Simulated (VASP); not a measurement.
# As (R-3m) in VASP: a series of runs

The runs below take As through single point, relaxation of shape and atoms at fixed volume, with r2SCAN.

All numbers are computed with VASP 6.6.1; they aren't measurements. Logs are shortened: lines on timing, memory, paths and dates and some standing lists are left out, and cuts for length are marked.

## 1. The cell of the first run

Symmetry: R-3m, No. 166, trigonal system. Conventional cell: a = 3.589 Å, b = 3.589 Å, c = 15.241 Å, α = 90.00°, β = 90.00°, γ = 120.00°. As (site symmetry 3m) has 3 As at 2.48 Å within 3.3 Å.

## 2. Single point, r2SCAN

The input, POSCAR:

```
As
1.0
    1.7942939793      1.0359361119      5.0803418975
   -1.7942939793      1.0359361119      5.0803418975
    0.0000000000     -2.0718722239      5.0803418975
As
2
Direct
    0.7885552421      0.7885552421      0.7885552421
    0.2114447579      0.2114447579      0.2114447579
```

The input, INCAR.step1:

```
SYSTEM = As
  ALGO = Normal
  EDIFF = 1E-4
  ENCUT = 520
  GGA = PE
  ISMEAR = 0
  LASPH = .True.
  LCHARG = .False.
  LREAL = .False.
  LWAVE = .True.
  NBANDS = 12
  NELM = 80
  PREC = Accurate
  SIGMA = 0.1
```

The input, INCAR.step2:

```
SYSTEM = As
  ALGO = Normal
  EDIFF = 1E-7
  ENCUT = 520
  ISIF = 2
  ISMEAR = 0
  ISTART = 1
  LASPH = .True.
  LCHARG = .False.
  LMIXTAU = .True.
  LREAL = .False.
  LWAVE = .False.
  METAGGA = R2SCAN
  NBANDS = 12
  NELM = 80
  PREC = Accurate
  SIGMA = 0.1
```

The input, KPOINTS:

```
k-points
0
Gamma
  15 15 15
  0 0 0
```

Potentials or basis: VASP PAW PBE potentials, release 64 (As).

Launch:

```sh
> cat potpaw_PBE.64/As/POTCAR > POTCAR
> cp INCAR.step1 INCAR
> mpirun -np 1 vasp_std > vasp.out
> cp INCAR.step2 INCAR
> mpirun -np 1 vasp_std > vasp.out
```

OUTCAR:

```text
SYSTEM = As
   EDIFF = 1E-7
   ENCUT = 520
   ISIF = 2
   ISMEAR = 0
   ISTART = 1
   LASPH = .True.
   LREAL = .False.
   METAGGA = R2SCAN
   NELM = 80
   PREC = Accurate

 ion  position               nearest neighbor table
   1  0.789  0.789  0.789-   2 2.48   2 2.48   2 2.48
   2  0.211  0.211  0.211-   1 2.48   1 2.48   1 2.48

  LATTYP: Found a trigonal (rhomboedric) cell.
 ALAT       =     5.4865771030
 COS(alpha) =     0.7860983070

  Lattice vectors:

 A1 = (   1.7942939793,   1.0359361119,   5.0803418975)
 A2 = (  -1.7942939793,   1.0359361119,   5.0803418975)
 A3 = (   0.0000000000,  -2.0718722239,   5.0803418975)

Analysis of symmetry for initial positions (statically):
=====================================================================
 Subroutine PRICEL returns:
 Original cell was already a primitive cell.

 Routine SETGRP: Setting up the symmetry group for a
 trigonal (rhombohedral) supercell.

 Subroutine GETGRP returns: Found 12 space group operations
 (whereof 12 operations were pure point group operations)
 out of a pool of 12 trial point group operations.

The static configuration has the point symmetry D_3d.

Analysis of symmetry for dynamics (positions and initial velocities):
=====================================================================
 Subroutine PRICEL returns:
 Original cell was already a primitive cell.

 Routine SETGRP: Setting up the symmetry group for a
 trigonal (rhombohedral) supercell.

 Subroutine GETGRP returns: Found 12 space group operations
 (whereof 12 operations were pure point group operations)
 out of a pool of 12 trial point group operations.

The dynamic configuration has the point symmetry D_3d.

 Subroutine INISYM returns: Found 12 space group operations
 (whereof 12 operations are pure point group operations),
 and found     1 'primitive' translations

----------------------------------------------------------------------------------------

                                     Primitive cell

  volume of cell :      56.6592

  direct lattice vectors                    reciprocal lattice vectors
     1.794293979  1.035936112  5.080341898     0.278661137  0.160885082  0.065612382
    -1.794293979  1.035936112  5.080341898    -0.278661137  0.160885082  0.065612382
     0.000000000 -2.071872224  5.080341898     0.000000000 -0.321770165  0.065612382

  length of vectors
     5.486577103  5.486577103  5.486577103     0.328391570  0.328391570  0.328391570

  position of ions in fractional coordinates (direct lattice)
     0.788555242  0.788555242  0.788555242
     0.211444758  0.211444758  0.211444758

  ion indices of the primitive-cell ions
   primitive index   ion index
                 1           1
                 2           2

----------------------------------------------------------------------------------------

 KPOINTS: k-points

Automatic generation of k-mesh.
 Grid dimensions read from file:
 generate k-points for:   15   15   15

 Generating k-lattice:

  Cartesian coordinates                     Fractional coordinates (reciprocal lattice)
     0.018577409  0.010725672  0.004374159     0.066666667 -0.000000000  0.000000000
    -0.018577409  0.010725672  0.004374159    -0.000000000  0.066666667  0.000000000
     0.000000000 -0.021451344  0.004374159    -0.000000000 -0.000000000  0.066666667

  Length of vectors
     0.021892771  0.021892771  0.021892771

  Shift w.r.t. Gamma in fractional coordinates (k-lattice)
     0.000000000  0.000000000  0.000000000

 Subroutine IBZKPT returns following result:
 ===========================================

 Found    344 irreducible k-points:

 Following reciprocal coordinates:
            Coordinates               Weight
  0.000000  0.000000  0.000000      1.000000
  0.066667  0.000000 -0.000000      6.000000
  0.133333  0.000000  0.000000      6.000000
  0.200000  0.000000  0.000000      6.000000
  0.266667  0.000000  0.000000      6.000000
  0.333333  0.000000  0.000000      6.000000
[... 16 lines left out ...]
  0.133333  0.133333  0.000000      6.000000
  0.200000  0.133333  0.000000     12.000000
 [... further k-points ...]
   k-points           NKPTS =    344   k-points in BZ     NKDIM =    344   number of bands    NBANDS=     12
   number of dos      NEDOS =    301   number of ions     NIONS =      2
   total plane-waves  NPLWV =  74088
   dimension x,y,z NGX =    42 NGY =   42 NGZ =   42
   dimension x,y,z NGXF=    84 NGYF=   84 NGZF=   84
   ions per type =               2
   NGX,Y,Z   is equivalent  to a cutoff of  12.73, 12.73, 12.73 a.u.
   NGXF,Y,Z  is equivalent  to a cutoff of  25.45, 25.45, 25.45 a.u.
 SYSTEM =  As
   PREC   = accura    normal or accurate (medium, high low for compatibility)
   ISTART =      1    job   : 0-new  1-cont  2-samecut
   ICHARG =      0    charge: 1-file 2-atom 10-const
   ISPIN  =      1    spin polarized calculation?
   LNONCOLLINEAR =      F non collinear calculations
   LSORBIT =      F    spin-orbit coupling
   LASPH  =      T    aspherical Exc in radial PAW
   ENCUT  =  520.0 eV  38.22 Ry    6.18 a.u.  10.20 10.20 10.20*2*pi/ulx,y,z
   NELM   =     80;   NELMIN=  2; NELMDL=  0     # of ELM steps
   EDIFF  = 0.1E-06   stopping-criterion for ELM
   LREAL  =      F    real-space projection
   EDIFFG = 0.1E-05   stopping-criterion for IOM
   NSW    =      0    number of steps for IOM
   IBRION =     -1    ionic relax: 0-MD 1-quasi-New 2-CG
   NFREE  =      0    steps in history (QN), initial steepest desc. (CG)
   ISIF   =      2    stress and relaxation
   ISYM   =      2    0-nonsym 1-usesym 2-fastsym
   POTIM  = 0.5000    time-step for ionic-motion
   TEBEG  =    0.0;   TEEND  =   0.0 temperature during run
   PSTRESS=    0.0 pullay stress
   NELECT =      10.0000    total number of electrons
   NUPDOWN=      -1.0000    fix difference up-down
   EMIN   =  10.00;   EMAX   =-10.00  energy-range for DOS
   EFERMI =   0.00;   METHOD = LEGACY
   ISMEAR =     0;   SIGMA  =   0.10  broadening in eV -4-tet -1-fermi 0-gaus
   EFERMI_NEDOS =   21; number of points for ismear=-14 and -15
   IALGO  =     38    algorithm
   IMIX   =      4    mixing-type and parameters
     AMIX     =   0.40;   BMIX     =  1.00
     AMIX_MAG =   1.60;   BMIX_MAG =  1.00
  volume/ion in A,a.u.               =      28.33       191.18
  Fermi-wavevector in a.u.,A,eV,Ry     =   0.918300  1.735335 11.473451  0.843275
  Thomas-Fermi vector in A             =   2.043366
   LORBIT       =      0    0 simple, 1 ext, 2 COOP (PROOUT), +10 PAW based schemes
   METAGGA = R2SCAN    functional components
   LHFCALC =     F    Hartree Fock is set to
   AEXX    =    0.0000 exact exchange contribution
   IVDW    =     0    specifies the selected vdW correction
   LEPSILON=     F    determine dielectric tensor
   LRPA    =     F    only Hartree local field effects (RPA)
 non-spin polarized calculation
 Gauss-broadening in eV      SIGMA  =   0.10
  energy-cutoff  :      520.00
  volume of cell :       56.66
 maximum number of plane-waves:      1555
 NGX is ok and might be reduce to    42
   NGX = 21   NGY = 21   NGZ = 21

 number of electron      10.0000000 magnetization

 Free energy of the ion-electron system (eV)
  ---------------------------------------------------
  ext. energy  EPLUGINS =         0.00000000
  ---------------------------------------------------
  free energy    TOTEN  =       -29.41928046 eV

  energy without entropy =      -29.41928043  energy(sigma->0) =      -29.41928044

 E-fermi :   2.9383     XC(G=0):  -8.8279

 val. band max:        2.6407861656   @ k =  -0.4667   0.4667   0.4667
 cond. band min:       3.2387496586   @ k =   0.3333   0.0000   0.0000
 fundamental gap:      0.5979634930
 Fermi energy:         2.9382676686

 k-point     1 :       0.0000    0.0000    0.0000
  band No.  band energies     occupation
      1     -12.4577      2.00000
      2      -5.1601      2.00000
      3       0.3329      2.00000
      4       1.6740      2.00000
      5       1.6740      2.00000
      6       4.5636      0.00000
      7       5.6055      0.00000
      8       5.6055      0.00000
      9      11.1683      0.00000
     10      12.2642      0.00000
     11      12.2642      0.00000
     12      12.7340      0.00000

 k-point     2 :       0.0667    0.0000   -0.0000
  band No.  band energies     occupation
      1     -12.3941      2.00000
      2      -5.1643      2.00000
      3       0.3856      2.00000
      4       1.1082      2.00000
      5       1.5364      2.00000
      6       4.9634      0.00000
      7       5.5535      0.00000
      8       5.7435      0.00000
      9      10.8889      0.00000
     10      11.8609      0.00000
     11      12.1554      0.00000
     12      12.7463      0.00000

 k-point     3 :       0.1333    0.0000    0.0000
  band No.  band energies     occupation
      1     -12.2045      2.00000
      2      -5.2006      2.00000
      3       0.0526      2.00000
      4       0.5506      2.00000
      5       1.1983      2.00000
      6       4.6973      0.00000
      7       6.0523      0.00000
      8       6.2547      0.00000
      9      10.0796      0.00000
     10      11.5007      0.00000
     11      12.0736      0.00000
     12      12.9295      0.00000

 k-point     4 :       0.2000    0.0000    0.0000
  band No.  band energies     occupation
      1     -11.8924      2.00000
      2      -5.3462      2.00000
      3      -0.9056      2.00000
      4       0.7735      2.00000
      5       0.7900      2.00000
      6       4.0895      0.00000
      7       6.3370      0.00000
      8       6.6790      0.00000
      9       9.7523      0.00000
     10      11.0193      0.00000
     11      12.3110      0.00000
     12      13.6962      0.00000

 k-point     5 :       0.2667    0.0000    0.0000
  band No.  band energies     occupation
      1     -11.4658      2.00000
      2      -5.7155      2.00000
      3      -1.5381      2.00000
      4       0.4019      2.00000
      5       0.9990      2.00000
      6       3.5366      0.00000
      7       6.2842      0.00000
      8       6.4828      0.00000
      9       9.6443      0.00000
     10      11.4211      0.00000
     11      12.9749      0.00000
     12      13.7654      0.00000
[... 228 lines left out ...]
      1     -12.0189      2.00000
      2      -5.2522      2.00000
      3      -0.5090      2.00000
      4       0.6202      2.00000
      5       0.7606      2.00000
      6       4.6963      0.00000
      7       5.8330      0.00000
      8       6.7836      0.00000
      9       9.6115      0.00000
     10      11.3714      0.00000
     11      12.4374      0.00000
     12      13.1220      0.00000

 k-point    22 :      -0.0667    0.0667    0.0000
  band No.  band energies     occupation
      1     -12.2687      2.00000
      2      -5.1726      2.00000
      3       0.3857      2.00000
      4       0.4611      2.00000
      5       1.2344      2.00000
      6       5.2316      0.00000
      7       5.3595      0.00000
      8       6.2745      0.00000
      9      10.2535      0.00000
     10      11.6814      0.00000
     11      12.2163      0.00000
     12      12.7204      0.00000

 k-point    23 :       0.1333    0.1333    0.0000
  band No.  band energies     occupation
      1     -12.2001      2.00000
      2      -5.2366      2.00000
      3      -0.0017      2.00000
      4       0.6927      2.00000
      5       1.1765      2.00000
      6       4.7419      0.00000
      7       6.1183      0.00000
      8       6.1184      0.00000
      9      10.1039      0.00000
     10      11.8713      0.00000
     11      12.2457      0.00000
     12      12.4435      0.00000

 k-point    24 :       0.2000    0.1333    0.0000
  band No.  band energies     occupation
      1     -12.0101      2.00000
      2      -5.3148      2.00000
      3      -0.5903      2.00000
      4       0.7408      2.00000
      5       0.8507      2.00000
      6       4.7332      0.00000
      7       5.8172      0.00000
      8       6.7582      0.00000
      9       9.7027      0.00000
     10      11.6188      0.00000
     11      12.3988      0.00000
     12      12.8190      0.00000

 [... further k-points ...]

------------------------ aborting loop because EDIFF is reached ----------------------------------------

  FORCE on cell =-STRESS in cart. coord.  units (eV):
  Direction    XX          YY          ZZ          XY          YZ          ZX
  --------------------------------------------------------------------------------------
  -------------------------------------------------------------------------------------
  Total        0.0284467      0.0284467      0.0942634      0.0000000     -0.0000000      0.0000000
  in kB        0.8043992      0.8043992      2.6655250      0.0000000     -0.0000000      0.0000000
  external PRESSURE =       1.4247745 kB  Pullay stress =       0.0000000 kB

 VOLUME and BASIS-vectors are now :
 -----------------------------------------------------------------------------
  energy-cutoff  :      520.00
  volume of cell :       56.66
      direct lattice vectors                 reciprocal lattice vectors
     1.794293979  1.035936112  5.080341898     0.278661137  0.160885082  0.065612382
    -1.794293979  1.035936112  5.080341898    -0.278661137  0.160885082  0.065612382
     0.000000000 -2.071872224  5.080341898     0.000000000 -0.321770165  0.065612382

 POSITION                                       TOTAL-FORCE (eV/Angst)
 -----------------------------------------------------------------------------------
      0.00000     -0.00000     12.01839         0.000000      0.000000     -0.065742
      0.00000     -0.00000      3.22263         0.000000     -0.000000      0.065742
 -----------------------------------------------------------------------------------
    total drift:                                0.000000     -0.000000      0.000000

  FREE ENERGIE OF THE ION-ELECTRON SYSTEM (eV)
  ---------------------------------------------------
  free  energy   TOTEN  =       -29.4192804580 eV

  energy  without entropy=      -29.4192804258  energy(sigma->0) =      -29.41928044
```

It took 13 min on 1 thread of Intel Xeon 6975P-C (Granite Rapids), shared host; peak memory 0.41 GiB.

Results:

| Item | Value |
| --- | --- |
| Free energy | -29.4193 eV |
| Pressure | 0.1 GPa |
| Largest force | 0.066 eV/Å |

Forces on the atoms (eV/Å):
```
As   0.000  0.000 -0.066
As   0.000  0.000  0.066
```

Levels at points of the mesh, in eV from the Fermi level:
```
           k point  band 2  band 3  band 4  band 5  band 6  band 7  band 8  band 9
(0.00, 0.00, 0.00)   -8.10   -2.61   -1.26   -1.26    1.63    2.67    2.67    8.23
```

Caveat: the PAW data sets were made with another functional, which shifts forces and pressure a little.

[end of part 1 of 2]
